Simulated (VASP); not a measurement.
# B19N17 (a cell with a defect) (B_N) in VASP: electric field gradients with PBE

Aim: the electric field gradients of B19N17 (a cell with a defect) (B_N) with PBE.

Program: VASP 6.6.1. These are calculated values, not measurements. Logs are shortened: lines on timing, memory, paths and dates and some standing lists are left out, and cuts for length are marked.

### 1 The cell of the first run

The cell holds a defect, 36 atoms: a = 7.465 Å, b = 7.465 Å, c = 6.495 Å, α = 90.00°, β = 90.00°, γ = 120.00°.

### 2 Electric field gradients, PBE, collinear spin

INCAR

```
PREC     = Accurate       # precision mode
ENCUT    = 520            # plane-wave cutoff, eV
EDIFF    = 1E-8           # SCF threshold, eV
ISMEAR   = 0              # smearing method
SIGMA    = 0.01           # smearing width, eV
LREAL    = F              # projectors in reciprocal space
LASPH    = T              # aspherical terms in the spheres
NELM     = 200            # most SCF steps
ALGO     = Normal         # electronic algorithm
ISIF     = 2              # what is computed and relaxed
LWAVE    = F              # write WAVECAR
LCHARG   = F              # write CHGCAR
ISPIN    = 2              # spin polarisation
MAGMOM   = 0.01 0 0 0 0 0 0.02 0 0.02 0 0.1 0 0 0 0 0.02 0 0.01 0 0.01 0.01 0 0 0 0 0.01 0 0.01 0 0 0 0 0.01 0 0.01 0.01 # initial moments
LORBIT   = 11             # projections on sites
NUPDOWN  = 1.0            # fixed moment
GGA      = PE             # functional
LEFG     = T            
NELECT   = 143.0        
NBANDS   = 99             # bands
GGA_COMPAT= F
```

KPOINTS

```
Automatic mesh
0
Gamma
  1 1 1
  0.25 0.25 0.25
```

POSCAR

```
B19N17
1.0
    7.4650312844      0.0000000000      0.0000000000
   -3.7325156422      6.4649067324      0.0000000000
    0.0000000000      0.0000000000      6.4954828762
B N
19 17
Direct
    0.1115198850      0.2230577731      0.2500088919
    0.2229434822      0.1110044927      0.7500220598
    0.1108596039      0.5560493132      0.2499659085
    0.2229507168      0.4444000297      0.7497919990
    0.1108887634      0.8891112366      0.2500000000
    0.2225247170      0.7774752830      0.7500000000
    0.4381307860      0.2098834697      0.2501453111
    0.5556406068      0.1109959017      0.7498587524
    0.4375854110      0.5624145890      0.2500000000
    0.5558481929      0.4441518071      0.7500000000
    0.5548456590      0.4451543410      0.2500000000
    0.4439506868      0.8891403961      0.2500340915
    0.5555999703      0.7770492832      0.7502080010
    0.7772184191      0.2227815809      0.2500000000
    0.8891829295      0.1108170705      0.7500000000
    0.7901165303      0.5618692140      0.2498546889
    0.8890040983      0.4443593932      0.7501412476
    0.7769422269      0.8884801150      0.2499911081
    0.8889955073      0.7770565178      0.7499779402
    0.1117833900      0.2215371330      0.7499722086
    0.2169462512      0.1065511129      0.2498088798
    0.1118054012      0.5549027580      0.7499237459
    0.2167080946      0.4457600581      0.2501256517
    0.1117935765      0.8882064235      0.7500000000
    0.2216042658      0.7783957342      0.2500000000
    0.4449311661      0.2211805710      0.7498991338
    0.5543164956      0.1062879124      0.2502629429
    0.4449406146      0.5550593854      0.7500000000
    0.4450972420      0.8881945988      0.7500762541
    0.5542399419      0.7832919054      0.2498743483
    0.7784483656      0.2215516344      0.7500000000
    0.8881937317      0.1118062683      0.2500000000
    0.7788194290      0.5550688339      0.7501008662
    0.8937120876      0.4456835044      0.2497370571
    0.7784628670      0.8882166100      0.7500277914
    0.8934488871      0.7830537488      0.2501911202
```

Potentials or basis: VASP PAW PBE potentials, release 64 (B, N).

Run with:

```console
$ cat potpaw_PBE.64/B/POTCAR potpaw_PBE.64/N/POTCAR > POTCAR
$ mpirun -np 1 vasp_std > vasp.out
```

OUTCAR:

```text
PREC = Accurate
   ENCUT = 520
   EDIFF = 1E-8
   ISMEAR = 0
   LREAL = F
   LASPH = T
   NELM = 200
   ISIF = 2
   ISPIN = 2
   LORBIT = 11
   NUPDOWN = 1.0
   GGA = PE
   NELECT = 143.0

 ion  position               nearest neighbor table
   1  0.112  0.223  0.250-  21 1.44  23 1.44  32 1.44
   2  0.223  0.111  0.750-  20 1.43  26 1.44  24 1.44
   3  0.111  0.556  0.250-  23 1.40  34 1.40  25 1.44
   4  0.223  0.444  0.750-  22 1.43  28 1.44  20 1.44
   5  0.111  0.889  0.250-  36 1.41  21 1.41  25 1.43
   6  0.223  0.777  0.750-  24 1.43  29 1.44  22 1.44
[... 28 lines left out ...]
  35  0.778  0.888  0.750-  19 1.43  15 1.44  13 1.44
  36  0.893  0.783  0.250-   5 1.41  16 1.43  18 1.44

  LATTYP: Found a hexagonal cell.
 ALAT       =     7.4650312844
 C/A-ratio  =     0.8701213202

  Lattice vectors:

 A1 = (   7.4650312844,   0.0000000000,   0.0000000000)
 A2 = (  -3.7325156422,   6.4649067324,   0.0000000000)
 A3 = (   0.0000000000,   0.0000000000,   6.4954828762)

Analysis of symmetry for initial positions (statically):
=====================================================================
 Subroutine PRICEL returns:
 Original cell was already a primitive cell.

 Routine SETGRP: Setting up the symmetry group for a
 hexagonal supercell.

 Subroutine GETGRP returns: Found  2 space group operations
 (whereof  1 operations were pure point group operations)
 out of a pool of 24 trial point group operations.

The static configuration has the point symmetry C_1 .
 The point group associated with its full space group is C_2 .

Analysis of symmetry for dynamics (positions and initial velocities):
=====================================================================
 Subroutine PRICEL returns:
 Original cell was already a primitive cell.

 Routine SETGRP: Setting up the symmetry group for a
 hexagonal supercell.

 Subroutine GETGRP returns: Found  2 space group operations
 (whereof  1 operations were pure point group operations)
 out of a pool of 24 trial point group operations.

The dynamic configuration has the point symmetry C_1 .
 The point group associated with its full space group is C_2 .

Analysis of structural, dynamic, and magnetic symmetry:
=====================================================================
 Subroutine PRICEL returns:
 Original cell was already a primitive cell.

 Routine SETGRP: Setting up the symmetry group for a
 hexagonal supercell.

 Subroutine GETGRP returns: Found  2 space group operations
 (whereof  1 operations were pure point group operations)
 out of a pool of 24 trial point group operations.

The overall configuration has the point symmetry C_1 .
 The point group associated with its full space group is C_2 .

 Subroutine INISYM returns: Found  2 space group operations
 (whereof  1 operations are pure point group operations),
 and found     1 'primitive' translations

----------------------------------------------------------------------------------------

                                     Primitive cell

  volume of cell :     313.4768

  direct lattice vectors                    reciprocal lattice vectors
     7.465031284  0.000000000  0.000000000     0.133957911  0.077340636  0.000000000
    -3.732515642  6.464906732  0.000000000     0.000000000  0.154681273  0.000000000
     0.000000000  0.000000000  6.495482876     0.000000000  0.000000000  0.153953142

  length of vectors
     7.465031284  7.465031284  6.495482876     0.154681273  0.154681273  0.153953142

  position of ions in fractional coordinates (direct lattice)
     0.111519885  0.223057773  0.250008892
     0.222943482  0.111004493  0.750022060
     0.110859604  0.556049313  0.249965909
     0.222950717  0.444400030  0.749791999
[... 161 lines left out ...]

 Free energy of the ion-electron system (eV)
  ---------------------------------------------------
  ext. energy  EPLUGINS =         0.00000000
  ---------------------------------------------------
  free energy    TOTEN  =      -302.59549896 eV

  energy without entropy =     -302.59549896  energy(sigma->0) =     -302.59549896

 E-fermi :   4.1698     XC(G=0): -10.3017

 val. band max:        4.7187958321   @ k =  -0.2500   0.5000   0.2500
 cond. band min:       5.4788442707   @ k =   0.2500   0.2500   0.2500
 fundamental gap:      0.7600484386
 Fermi energy:         4.7851977851

 spin component 1

 k-point     1 :       0.2500    0.2500    0.2500
  band No.  band energies     occupation
      1     -15.4006      1.00000
      2     -14.9017      1.00000
      3     -14.8563      1.00000
      4     -14.5342      1.00000
      5     -14.1466      1.00000
      6     -13.5604      1.00000
[... 333 lines left out ...]
     82       8.9689      0.00000
     83       9.2233      0.00000
 Fermi energy:         4.1697907936

 spin component 2

 k-point     1 :       0.2500    0.2500    0.2500
  band No.  band energies     occupation
      1     -15.3938      1.00000
      2     -14.8965      1.00000
      3     -14.8468      1.00000
      4     -14.5192      1.00000
      5     -14.1322      1.00000
      6     -13.5422      1.00000
[... 333 lines left out ...]
     82       9.0809      0.00000
     83       9.2534      0.00000
 [bands above 83 left out]

------------------------ aborting loop because EDIFF is reached ----------------------------------------

  FORCE on cell =-STRESS in cart. coord.  units (eV):
  Direction    XX          YY          ZZ          XY          YZ          ZX
  --------------------------------------------------------------------------------------
  -------------------------------------------------------------------------------------
  Total       51.1613294     49.7760177     15.0409023     -1.1997151     -0.0006662     -0.0003867
  in kB      261.4851714    254.4048536     76.8739390     -6.1317351     -0.0034048     -0.0019764
  external PRESSURE =     197.5879880 kB  Pullay stress =       0.0000000 kB

 VOLUME and BASIS-vectors are now :
 -----------------------------------------------------------------------------
  energy-cutoff  :      520.00
  volume of cell :      313.48
      direct lattice vectors                 reciprocal lattice vectors
     7.465031284  0.000000000  0.000000000     0.133957911  0.077340636  0.000000000
    -3.732515642  6.464906732  0.000000000     0.000000000  0.154681273  0.000000000
     0.000000000  0.000000000  6.495482876     0.000000000  0.000000000  0.153953142

 POSITION                                       TOTAL-FORCE (eV/Angst)
 -----------------------------------------------------------------------------------
     -0.00007      1.44205      1.62393        -0.140308      0.037968     -0.003398
      1.24995      0.71763      4.87176         0.179231     -0.108044     -0.004151
     -1.24789      3.59481      1.62365        -0.200665      0.127776     -0.001027
      0.00560      2.87300      4.87026         0.184780     -0.114560      0.012624
     -2.49083      5.74802      1.62387        -0.208329      0.120279      0.000000
     -1.24078      5.02631      4.87161         0.177840     -0.102676      0.000000
[... 28 lines left out ...]
      2.49597      5.74224      4.87179        -0.190694      0.102954      0.003326
      3.74686      5.06237      1.62511         0.206011     -0.074734     -0.006953
 -----------------------------------------------------------------------------------
    total drift:                               -0.001740      0.001004      0.000000

  FREE ENERGIE OF THE ION-ELECTRON SYSTEM (eV)
  ---------------------------------------------------
  free  energy   TOTEN  =      -302.5954989585 eV

  energy  without entropy=     -302.5954989585  energy(sigma->0) =     -302.59549896

 Electric field gradients (V/A^2)
---------------------------------------------------------------------
 ion       V_xx      V_yy      V_zz      V_xy      V_xz      V_yz
---------------------------------------------------------------------
   1     -16.980   -18.072    35.052     1.558     0.022    -0.033
   2     -17.975   -16.921    34.897    -0.055     0.009     0.012
   3     -19.672   -16.908    36.580     0.320    -0.065    -0.012
   4     -17.919   -16.957    34.876    -0.086    -0.011    -0.000
   5     -17.921   -18.636    36.558    -0.619     0.031     0.054
   6     -17.610   -17.161    34.771     0.389    -0.011    -0.018
[... 28 lines left out ...]
  35       0.425     0.805    -1.230     0.134    -0.061    -0.025
  36       1.076   -16.687    15.611    -9.147     0.002     0.008
---------------------------------------------------------------------

 Electric field gradients after diagonalization (V/A^2)
 (convention: |V_zz| > |V_xx| > |V_yy|)
----------------------------------------------------------------------
 ion       V_xx      V_yy      V_zz     asymmetry (V_yy - V_xx)/ V_zz
----------------------------------------------------------------------
   1     -19.176   -15.876    35.052       0.094
   2     -17.978   -16.918    34.897       0.030
   3     -19.708   -16.872    36.580       0.078
   4     -17.927   -16.949    34.876       0.028
   5     -18.994   -17.564    36.558       0.039
   6     -17.835   -16.936    34.771       0.026
[... 28 lines left out ...]
  35       0.849     0.384    -1.232       0.377
  36      15.611     4.944   -20.555       0.519
----------------------------------------------------------------------

           NMR quadrupolar parameters

 Cq : quadrupolar parameter    Cq=e*Q*V_zz/h
 eta: asymmetry parameters     (V_yy - V_xx)/ V_zz
 Q  : nuclear electric quadrupole moment in mb (millibarn)
----------------------------------------------------------------------
 ion       Cq(MHz)       eta       Q (mb)
----------------------------------------------------------------------
   1       0.085       0.094       1.000
   2       0.084       0.030       1.000
   3       0.088       0.078       1.000
   4       0.084       0.028       1.000
   5       0.088       0.039       1.000
   6       0.084       0.026       1.000
[... 28 lines left out ...]
  35      -0.003       0.377       1.000
  36      -0.050       0.519       1.000
----------------------------------------------------------------------

 total charge

# of ion       s       p       d       tot
------------------------------------------
    1        0.759   1.447   0.000   2.207
    2        0.759   1.455   0.000   2.213
    3        0.787   1.540   0.000   2.327
    4        0.759   1.455   0.000   2.213
    5        0.785   1.535   0.000   2.319
    6        0.759   1.456   0.000   2.215
[... 28 lines left out ...]
   35        1.231   2.816   0.000   4.047
   36        1.242   2.825   0.000   4.067
--------------------------------------------------
tot         35.698  76.120   0.000 111.818

 magnetization (x)

# of ion       s       p       d       tot
------------------------------------------
    1        0.001   0.021   0.000   0.022
    2       -0.000   0.000   0.000   0.000
    3       -0.000   0.003   0.000   0.003
    4       -0.000   0.000   0.000   0.000
    5       -0.000   0.003   0.000   0.003
    6        0.000   0.000   0.000   0.000
[... 28 lines left out ...]
   35        0.000   0.005   0.000   0.005
   36       -0.000   0.006   0.000   0.006
--------------------------------------------------
tot          0.013   0.450   0.000   0.463
```

Wall time 4.6 min (1 thread of Intel Xeon 6975P-C (Granite Rapids), shared host); peak memory 0.59 GiB.

What came out:

* Free energy: -302.5955 eV
* Largest force: 0.279 eV/Å
* Net moment: 1.00 μB per cell
* Site moments: B +0.02, +0.00, +0.04, -0.00, +0.19; N +0.01, +0.00, -0.00, -0.01 μB
* Valence electrons inside the program's atomic spheres: B 2.21, 2.33, 2.32, 2.30, 2.19, 2.45; N 4.05, 4.07, 4.06, 4.04

Forces on the atoms (eV/Å):
```
B   -0.140  0.038 -0.003
B    0.179 -0.108 -0.004
B   -0.201  0.128 -0.001
B    0.185 -0.115  0.013
B   -0.208  0.120  0.000
B    0.178 -0.103  0.000
B   -0.260  0.100 -0.003
B    0.174 -0.108  0.010
B   -0.126  0.073  0.000
B    0.186 -0.108  0.000
B    0.167 -0.097  0.000
B   -0.211  0.110  0.001
B    0.192 -0.103 -0.013
B   -0.188  0.109  0.000
B    0.187 -0.108  0.000
B   -0.217  0.175  0.003
B    0.180 -0.097 -0.010
B   -0.103  0.103  0.003
B    0.183 -0.101  0.004
N   -0.185  0.114 -0.003
N    0.168 -0.141  0.007
N   -0.186  0.104  0.002
N    0.208 -0.100 -0.001
N   -0.181  0.104  0.000
N    0.141 -0.082  0.000
N   -0.177  0.109  0.001
N    0.197 -0.083 -0.003
N   -0.187  0.108  0.000
N   -0.183  0.109 -0.002
N    0.190 -0.131  0.001
N   -0.179  0.103  0.000
N    0.212 -0.122  0.000
N   -0.183  0.099 -0.001
N    0.170 -0.129  0.003
N   -0.191  0.103  0.003
N    0.206 -0.075 -0.007
```

Electric field gradients, principal values (V/Å²):
| atom | least | middle | greatest (by size) |
| --- | --- | --- | --- |
| 1 B | -15.876 | -19.176 | 35.052 |
| 2 B | -16.918 | -17.978 | 34.897 |
| 3 B | -16.872 | -19.708 | 36.580 |
| 4 B | -16.949 | -17.927 | 34.876 |
| 5 B | -17.564 | -18.994 | 36.558 |
| 6 B | -16.936 | -17.835 | 34.771 |
| 7 B | -7.756 | -36.622 | 44.377 |
| 8 B | -16.452 | -18.405 | 34.857 |
| 9 B | -7.436 | -36.843 | 44.279 |
| 10 B | -17.271 | -18.189 | 35.460 |
| 11 B | -25.823 | -26.014 | 51.837 |
| 12 B | -16.872 | -19.708 | 36.580 |
| 13 B | -16.949 | -17.927 | 34.876 |
| 14 B | -16.666 | -18.428 | 35.094 |
| 15 B | -17.032 | -17.932 | 34.964 |
| 16 B | -7.756 | -36.622 | 44.377 |
| 17 B | -16.452 | -18.405 | 34.857 |
| 18 B | -15.876 | -19.176 | 35.052 |
| 19 B | -16.918 | -17.978 | 34.897 |
| 20 N | 0.384 | 0.849 | -1.232 |
| 21 N | 4.944 | 15.611 | -20.555 |
| 22 N | 0.229 | 0.755 | -0.984 |
| 23 N | 5.017 | 15.899 | -20.916 |
| 24 N | 0.482 | 0.494 | -0.977 |
| 25 N | -0.483 | -0.748 | 1.231 |
| 26 N | 0.840 | 1.131 | -1.971 |
| 27 N | 5.151 | 15.717 | -20.867 |
| 28 N | 0.691 | 1.266 | -1.957 |
| 29 N | 0.229 | 0.755 | -0.984 |
| 30 N | 5.017 | 15.899 | -20.916 |
| 31 N | 0.566 | 0.637 | -1.204 |
| 32 N | -3.404 | -4.056 | 7.461 |
| 33 N | 0.840 | 1.131 | -1.971 |
| 34 N | 5.151 | 15.717 | -20.867 |
| 35 N | 0.384 | 0.849 | -1.232 |
| 36 N | 4.944 | 15.611 | -20.555 |

Caveat: the k points lie up to 0.97 Å⁻¹ apart; the cell carries a net charge on a neutralising background, which shifts energy and pressure; the cell is charged against a uniform background, so pressure and absolute levels hang on convention; without QUAD_EFG the Cq values of the log hold for a quadrupole moment of 1 mb, not for the nuclei; the total moment is fixed, so each spin has its own Fermi level.
